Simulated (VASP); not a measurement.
# MoS2 in VASP: single point with HSE06

Aim: the single point of MoS2 with HSE06.

All numbers are computed with VASP 6.6.1; they aren't measurements. Logs are shortened: lines on timing, memory, paths and dates and some standing lists are left out, and cuts for length are marked.

## (1) The cell of the first run

The cell holds a slab with vacuum, 3 atoms: a = 3.150 Å, b = 3.150 Å, c = 17.333 Å, α = 90.00°, β = 90.00°, γ = 120.00°.

## (2) Single point, HSE06

File POSCAR:

```
MoS2
1.0
    3.1500124395      0.0000000000      0.0000000000
   -1.5750062198      2.7279907949      0.0000000000
    0.0000000000      0.0000000000     17.3332274411
Mo S
1 2
Direct
    0.0000000000      0.0000000000      0.0000000000
    0.3333333333      0.6666666667      0.9107015171
    0.3333333333      0.6666666667      0.0892984829
```

File INCAR.step1:

```
SYSTEM = MoS2
ALGO = Normal
EDIFF = 1E-5
ENCUT = 520
GGA = PE
ISIF = 2
ISMEAR = -1
LASPH = .TRUE.
LCHARG = .FALSE.
LREAL = .FALSE.
LWAVE = .TRUE.
NBANDS = 20
NELM = 80
PREC = Accurate
SIGMA = 0.05
```

File INCAR.step2:

```
SYSTEM = MoS2
ALGO = Normal
EDIFF = 1E-6
ENCUT = 520
GGA = PE
HFSCREEN = 0.2079
ISIF = 2
ISMEAR = -1
ISTART = 1
LASPH = .TRUE.
LCHARG = .FALSE.
LHFCALC = .TRUE.
LREAL = .FALSE.
LWAVE = .FALSE.
NBANDS = 20
NELM = 80
PREC = Accurate
PRECFOCK = Normal
SIGMA = 0.05
```

File KPOINTS:

```
k-points
0
G
  6 6 2
  0 0 0
```

Potentials or basis: VASP PAW PBE potentials, release 64 (Mo_sv, S).

On the command line:

```bash
$ cat potpaw_PBE.64/Mo_sv/POTCAR potpaw_PBE.64/S/POTCAR > POTCAR
$ cp INCAR.step1 INCAR
$ mpirun -np 1 vasp_std > vasp.out
$ cp INCAR.step2 INCAR
$ mpirun -np 1 vasp_std > vasp.out
```

OUTCAR:

```text
SYSTEM = MoS2
   EDIFF = 1E-6
   ENCUT = 520
   GGA = PE
   HFSCREEN = 0.2079
   ISIF = 2
   ISMEAR = -1
   ISTART = 1
   LASPH = .TRUE.
   LHFCALC = .TRUE.
   LREAL = .FALSE.
   NELM = 80
   PREC = Accurate
   PRECFOCK = Normal

 ion  position               nearest neighbor table
   1  0.000  0.000  0.000-   2 2.39   3 2.39   2 2.39   3 2.39   2 2.39   3 2.39
   2  0.333  0.667  0.911-   1 2.39   1 2.39   1 2.39
   3  0.333  0.667  0.089-   1 2.39   1 2.39   1 2.39

  LATTYP: Found a hexagonal cell.
 ALAT       =     3.1500124395
 C/A-ratio  =     5.5025901561

  Lattice vectors:

 A1 = (   3.1500124395,   0.0000000000,   0.0000000000)
 A2 = (  -1.5750062198,   2.7279907949,   0.0000000000)
 A3 = (   0.0000000000,   0.0000000000,  17.3332274411)

Analysis of symmetry for initial positions (statically):
=====================================================================
 Subroutine PRICEL returns:
 Original cell was already a primitive cell.

 Routine SETGRP: Setting up the symmetry group for a
 hexagonal supercell.

 Subroutine GETGRP returns: Found 12 space group operations
 (whereof 12 operations were pure point group operations)
 out of a pool of 24 trial point group operations.

The static configuration has the point symmetry D_3h.

Analysis of symmetry for dynamics (positions and initial velocities):
=====================================================================
 Subroutine PRICEL returns:
 Original cell was already a primitive cell.

 Routine SETGRP: Setting up the symmetry group for a
 hexagonal supercell.

 Subroutine GETGRP returns: Found 12 space group operations
 (whereof 12 operations were pure point group operations)
 out of a pool of 24 trial point group operations.

The dynamic configuration has the point symmetry D_3h.

 Subroutine INISYM returns: Found 12 space group operations
 (whereof 12 operations are pure point group operations),
 and found     1 'primitive' translations

----------------------------------------------------------------------------------------

                                     Primitive cell
[... 81 lines left out ...]
   NELM   =     80;   NELMIN=  2; NELMDL=  0     # of ELM steps
   EDIFF  = 0.1E-05   stopping-criterion for ELM
   LREAL  =      F    real-space projection
   EDIFFG = 0.1E-04   stopping-criterion for IOM
   NSW    =      0    number of steps for IOM
   IBRION =     -1    ionic relax: 0-MD 1-quasi-New 2-CG
   NFREE  =      0    steps in history (QN), initial steepest desc. (CG)
   ISIF   =      2    stress and relaxation
   ISYM   =      3    0-nonsym 1-usesym 2-fastsym
   POTIM  = 0.5000    time-step for ionic-motion
   TEBEG  =    0.0;   TEEND  =   0.0 temperature during run
   PSTRESS=    0.0 pullay stress
   NELECT =      26.0000    total number of electrons
   NUPDOWN=      -1.0000    fix difference up-down
   EMIN   =  10.00;   EMAX   =-10.00  energy-range for DOS
   EFERMI =   0.00;   METHOD = LEGACY
   ISMEAR =    -1;   SIGMA  =   0.05  broadening in eV -4-tet -1-fermi 0-gaus
   EFERMI_NEDOS =   21; number of points for ismear=-14 and -15
   IALGO  =     38    algorithm
   IMIX   =      1    mixing-type and parameters
     AMIX     =   0.40;   BMIX     =  1.00
     AMIX_MAG =   1.60;   BMIX_MAG =  1.00
  volume/ion in A,a.u.               =      49.65       335.05
  Fermi-wavevector in a.u.,A,eV,Ry     =   0.914930  1.728967 11.389388  0.837096
  Thomas-Fermi vector in A             =   2.039613
   LORBIT       =      0    0 simple, 1 ext, 2 COOP (PROOUT), +10 PAW based schemes
   GGA     = PE    functional components
   LHFCALC =     T    Hartree Fock is set to
   PRECFOCK=normal    Normal, Fast or Accurate (Low or Medium for compatibility)
   ENCUT4O =  -1.0   cutoff for four orbital integrals eV
   NKREDX  =     1    reduce k-point grid by
   NKREDY  =     1    reduce k-point grid by
   NKREDZ  =     1    reduce k-point grid by
   AEXX    =    0.2500 exact exchange contribution
   HFSCREEN=    0.2079 screening length (either q_TF or 0.3 A-1)
   HFSCREENC=   0.2079 screening length for correlation (either q_TF or 0.3 A-1)
   ENCUTFOCK=  -1.0 apply spherical cutoff to Coloumb kernel
   IVDW    =     0    specifies the selected vdW correction
   LEPSILON=     F    determine dielectric tensor
   LRPA    =     F    only Hartree local field effects (RPA)
 non-spin polarized calculation
  energy-cutoff  :      520.00
  volume of cell :      148.95
 maximum number of plane-waves:      4044
 NGX is ok and might be reduce to    24
  NGX = 18; NGY = 18; NGZ =100

 number of electron      25.9999999 magnetization

 Free energy of the ion-electron system (eV)
  ---------------------------------------------------
  ext. energy  EPLUGINS =         0.00000000
  ---------------------------------------------------
  free energy    TOTEN  =       -26.18141220 eV

  energy without entropy =      -26.18141220  energy(sigma->0) =      -26.18141220

 E-fermi :  -0.6783     XC(G=0):  -3.6477

 val. band max:       -1.7526977453   @ k =   0.3333   0.3333   0.0000
 cond. band min:       0.4813970977   @ k =   0.3333   0.3333   0.5000
 fundamental gap:      2.2340948430
 Fermi energy:        -0.6782776366

 k-point     1 :       0.0000    0.0000    0.0000
  band No.  band energies     occupation
      1     -66.5863      2.00000
      2     -39.3415      2.00000
      3     -39.0574      2.00000
      4     -39.0574      2.00000
      5     -17.6080      2.00000
      6     -16.0835      2.00000
[... 311 lines left out ...]
     19       6.8849      0.00000
     20       8.8122      0.00000

------------------------ aborting loop because EDIFF is reached ----------------------------------------

  FORCE on cell =-STRESS in cart. coord.  units (eV):
  Direction    XX          YY          ZZ          XY          YZ          ZX
  --------------------------------------------------------------------------------------
  -------------------------------------------------------------------------------------
  Total       -0.0635946     -0.0635946     -0.1301330      0.0000000      0.0000000      0.0000000
  in kB       -0.6840628     -0.6840628     -1.3997917      0.0000000      0.0000000      0.0000000
  external PRESSURE =      -0.9226391 kB  Pullay stress =       0.0000000 kB

 VOLUME and BASIS-vectors are now :
 -----------------------------------------------------------------------------
  energy-cutoff  :      520.00
  volume of cell :      148.95
      direct lattice vectors                 reciprocal lattice vectors
     3.150012440  0.000000000  0.000000000     0.317459064  0.183285076  0.000000000
    -1.575006220  2.727990795  0.000000000     0.000000000  0.366570152  0.000000000
     0.000000000  0.000000000 17.333227441     0.000000000  0.000000000  0.057692660

 POSITION                                       TOTAL-FORCE (eV/Angst)
 -----------------------------------------------------------------------------------
      0.00000      0.00000      0.00000         0.000000      0.000000      0.000000
     -0.00000      1.81866     15.78540         0.000000      0.000000      0.030396
     -0.00000      1.81866      1.54783         0.000000     -0.000000     -0.030396
 -----------------------------------------------------------------------------------
    total drift:                                0.000000     -0.000000      0.000000

  FREE ENERGIE OF THE ION-ELECTRON SYSTEM (eV)
  ---------------------------------------------------
  free  energy   TOTEN  =       -26.1814121951 eV

  energy  without entropy=      -26.1814121950  energy(sigma->0) =      -26.18141220
```

OUTCAR.step1:

```text
SYSTEM = MoS2
   EDIFF = 1E-5
   ENCUT = 520
   GGA = PE
   ISIF = 2
   ISMEAR = -1
   LASPH = .TRUE.
[... 534 lines left out ...]
      0.00000      0.00000      0.00000        -0.000000      0.000000      0.000000
     -0.00000      1.81866     15.78540         0.000000     -0.000000     -0.504633
     -0.00000      1.81866      1.54783         0.000000      0.000000      0.504633
 -----------------------------------------------------------------------------------
    total drift:                                0.000000     -0.000000     -0.000000

  FREE ENERGIE OF THE ION-ELECTRON SYSTEM (eV)
  ---------------------------------------------------
  free  energy   TOTEN  =       -21.8278113700 eV

  energy  without entropy=      -21.8278113642  energy(sigma->0) =      -21.82781137
```

It took 59 min on 1 thread of Intel Xeon Platinum 8488C (Sapphire Rapids), shared host; peak memory 0.4 GiB.

What came out:

```
Free energy            : -26.1814 eV
Largest force          : 0.030 eV/Å
Band gap on the k mesh : 2.23 eV
```

Forces in eV/Å, atoms in the order of the input:
```
Mo   0.000  0.000  0.000
S    0.000  0.000  0.030
S    0.000  0.000 -0.030
```

Caveat: there is no dipole correction, which matters where the two faces differ; the PAW data sets were made with another functional, which shifts forces and pressure a little.
